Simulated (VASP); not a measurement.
# NiO (Fm-3m) in VASP: a series of runs, part 2 of 2

VASP 6.6.1. Earlier steps stand in the parts before.

## Step 5: Single point, PBEsol, collinear spin, ferromagnetic start

This run uses another cell than the first one: it holds 2 atoms, not 8.

INCAR reads:

```
SYSTEM = NiO
ALGO = Normal
EDIFF = 1E-6
ENCUT = 520
GGA = PS
ISIF = 2
ISMEAR = 0
ISPIN = 2
ISYM = 0
LASPH = .True.
LCHARG = .False.
LMAXMIX = 4
LORBIT = 11
LREAL = .False.
LWAVE = .False.
MAGMOM = 1.14 0.2
NBANDS = 19
NELM = 150
PREC = Accurate
SIGMA = 0.1
```

KPOINTS reads:

```
k-points
0
Gamma
  12 12 17
  0 0 0
```

POSCAR reads:

```
NiO
1.0
    2.9105323161      0.0000000000      0.0000000000
    0.0000000000      2.9105323161      0.0000000000
    1.4552661581      1.4552661581      2.0580571376
Ni O
1 1
Direct
    0.0000000000      0.0000000000      0.0000000000
    0.5000000000      0.5000000000      0.0000000000
```

Potentials or basis: VASP PAW PBE potentials, release 64 (Ni, O).

Launch:

```console
$ cat potpaw_PBE.64/Ni/POTCAR potpaw_PBE.64/O/POTCAR > POTCAR
$ mpirun -np 1 vasp_std > vasp.out
```

OUTCAR:

```text
SYSTEM = NiO
   EDIFF = 1E-6
   ENCUT = 520
   GGA = PS
   ISIF = 2
   ISMEAR = 0
   ISPIN = 2
   ISYM = 0
   LASPH = .True.
   LORBIT = 11
   LREAL = .False.
   NELM = 150
   PREC = Accurate

 ion  position               nearest neighbor table
   1  0.000  0.000  0.000-   2 2.06   2 2.06   2 2.06   2 2.06   2 2.06   2 2.06
   2  0.500  0.500  0.000-   1 2.06   1 2.06   1 2.06   1 2.06   1 2.06   1 2.06

IMPORTANT INFORMATION: All symmetrisations will be switched off!
NOSYMM: (Re-)initialisation of all symmetry stuff for point group C_1.

----------------------------------------------------------------------------------------

                                     Primitive cell

  volume of cell :      17.4342
[... 1243 lines left out ...]
  energy-cutoff  :      520.00
  volume of cell :       17.43
      direct lattice vectors                 reciprocal lattice vectors
     2.910532316  0.000000000  0.000000000     0.343579762  0.000000000 -0.242947579
     0.000000000  2.910532316  0.000000000     0.000000000  0.343579762 -0.242947579
     1.455266158  1.455266158  2.058057138     0.000000000  0.000000000  0.485895159

 POSITION                                       TOTAL-FORCE (eV/Angst)
 -----------------------------------------------------------------------------------
      0.00000      0.00000      0.00000         0.000000     -0.000000      0.000000
      1.45527      1.45527      0.00000        -0.000000      0.000000     -0.000000
 -----------------------------------------------------------------------------------
    total drift:                               -0.000001      0.000000     -0.000000

  FREE ENERGIE OF THE ION-ELECTRON SYSTEM (eV)
  ---------------------------------------------------
  free  energy   TOTEN  =       -12.3991359717 eV

  energy  without entropy=      -12.3901934242  energy(sigma->0) =      -12.39466470

 total charge

# of ion       s       p       d       tot
------------------------------------------
    1        0.348   0.438   8.333   9.119
    2        1.559   3.391   0.000   4.950
--------------------------------------------------
tot          1.907   3.830   8.333  14.069

 magnetization (x)

# of ion       s       p       d       tot
------------------------------------------
    1        0.010   0.013   0.973   0.996
    2        0.023   0.139   0.000   0.162
--------------------------------------------------
tot          0.033   0.153   0.973   1.158
```

OSZICAR:

```text
N       E                     dE             d eps       ncg     rms          rms(c)
DAV:   1     0.825705027245E+02    0.82571E+02   -0.70077E+03100473   0.105E+03
DAV:   2    -0.947890909103E+01   -0.92049E+02   -0.80406E+02 96593   0.237E+02
DAV:   3    -0.144679971905E+02   -0.49891E+01   -0.47492E+01107197   0.556E+01
DAV:   4    -0.145121054024E+02   -0.44108E-01   -0.44050E-01103283   0.506E+00
[... 10 lines left out ...]
DAV:  15    -0.123991302363E+02   -0.25295E-04   -0.16903E-04118728   0.172E-01    0.331E-02
DAV:  16    -0.123991361605E+02   -0.59242E-05   -0.13622E-05128682   0.664E-02    0.108E-02
DAV:  17    -0.123991345440E+02    0.16165E-05   -0.64643E-06116333   0.457E-02    0.920E-03
DAV:  18    -0.123991356846E+02   -0.11406E-05   -0.14747E-06 71310   0.235E-02    0.456E-03
DAV:  19    -0.123991359717E+02   -0.28713E-06   -0.75407E-07 49473   0.164E-02
   1 F= -.12399136E+02 E0= -.12394665E+02  d E =-.894255E-02  mag=     1.1871
```

It took 18 min on 1 thread of Oxide Virtual Turin-like, shared host; peak memory 0.64 GiB.

What came out:

```yaml
Free_energy: -12.3991 eV
Pressure: -0.3 GPa
Net_moment: 1.19 μB per cell
Site_moments: Ni +1.00; O +0.16 μB
Valence_electrons_inside_the_program's_atomic_spheres: Ni 9.12; O 4.95
```

Levels at points of the mesh, in eV from the Fermi level:
Spin up:
```
           k point  band 5  band 6  band 7  band 8  band 9  band 10  band 11  band 12  band 13  band 14
(0.00, 0.00, 0.00)   -2.66   -2.66   -2.47   -2.47   -2.47     1.69    17.73    19.14    19.14    19.14
(0.50, 0.00, 0.00)   -1.64   -1.64   -1.15    0.68    0.68     5.52    10.28    14.17    14.17    21.77
(0.00, 0.50, 0.00)   -1.64   -1.64   -1.15    0.68    0.68     5.52    10.28    14.17    14.17    21.77
(0.50, 0.50, 0.00)   -3.50   -2.27   -1.63   -1.32   -1.32     6.37    10.66    12.32    16.97    16.97
```
Spin down:
```
           k point  band 4  band 5  band 6  band 7  band 8  band 9  band 10  band 11
(0.00, 0.00, 0.00)   -3.00   -1.86   -1.85   -1.85   -1.07   -1.06     1.93    17.71
(0.50, 0.00, 0.00)   -5.42   -0.90   -0.89   -0.51    1.94    1.95     5.64    10.63
(0.00, 0.50, 0.00)   -5.42   -0.90   -0.89   -0.51    1.94    1.95     5.64    10.63
(0.50, 0.50, 0.00)   -4.40   -2.97   -0.63   -0.63   -0.62    0.02     6.68    10.90
```

Caveat: the PAW data sets were made with another functional, which shifts forces and pressure a little; a cell with one magnetic atom can't hold antiferromagnetic order, which such compounds often take; semilocal functionals often make such compounds metallic where correlation or magnetic order opens a gap, which also shifts bond lengths.

## Step 6: Overview

| task | cell | k mesh | cutoff (eV) | smearing | gap on the mesh (eV) | pressure (GPa) | moment (μB) |
| --- | --- | --- | --- | --- | --- | --- | --- |
| single point | a = 4.116 Å, 8 atoms, atomic positions A | 14 × 14 × 14 | 520 | gaussian 0.15 eV | none | -0.7 | 4.45 |
| single point | a = 2.911 Å, angles 60.0°, 2 atoms, atomic positions B | 18 × 18 × 18 | 520 | gaussian 0.1 eV | none | -0.2 | 1.20 |
| relaxation of cell and atoms | relaxed from a = 2.904 Å, angles 60.0°, 2 atoms, atomic positions B | 18 × 18 × 18 | 600 | gaussian 0.1 eV | none | -0.1 | 0.86 |
| single point | a = 2.911 Å, angles 60.0, 60.0, 90.0°, 2 atoms, atomic positions C | 12 × 12 × 17 | 520 | gaussian 0.1 eV | none | -0.3 | 1.19 |

Alike in all rows: level PBEsol; potentials or basis VASP PAW PBE potentials, release 64 (Ni, O); spin collinear, ferromagnetic start.

Caveats: the PAW data sets were made with another functional, which shifts forces and pressure a little; semilocal functionals often make such compounds metallic where correlation or magnetic order opens a gap, which also shifts bond lengths; a cell with one magnetic atom can't hold antiferromagnetic order, which such compounds often take (at least some runs).

Total energies depend on the potentials used, so only differences within one code and one set of settings carry meaning.

## Step 7: Comparison with measurements

Step 3. A measured gap of NiO is 4.3 eV (quoted in “Local correlations, non-local screening, multiplets, and band formation in NiO”, 2012, arxiv:1210.6675); the calculated 0.00 eV misses it by -4.30 eV. So large a miss can be the level of theory's own, or it may mean another phase, state or a wrong row. The value is that of PBEsol on a finite k mesh, which can miss the band edges, without temperature or zero-point motion. Semilocal functionals fall short of measured gaps as a rule. The run's magnetic order (collinear spin, ferromagnetic start) needn't be the measured crystal's.

Step 5. Measured gap of NiO: 4.3 eV (quoted in “Local correlations, non-local screening, multiplets, and band formation in NiO”, 2012, arxiv:1210.6675). This calculation gives 0.00 eV (-4.30 eV). So large a miss can be the level of theory's own, or it may mean another phase, state or a wrong row. The value is that of PBEsol on a finite k mesh, which can miss the band edges, without temperature or zero-point motion. Semilocal functionals fall short of measured gaps as a rule. The run's magnetic order (collinear spin, ferromagnetic start) needn't be the measured crystal's.
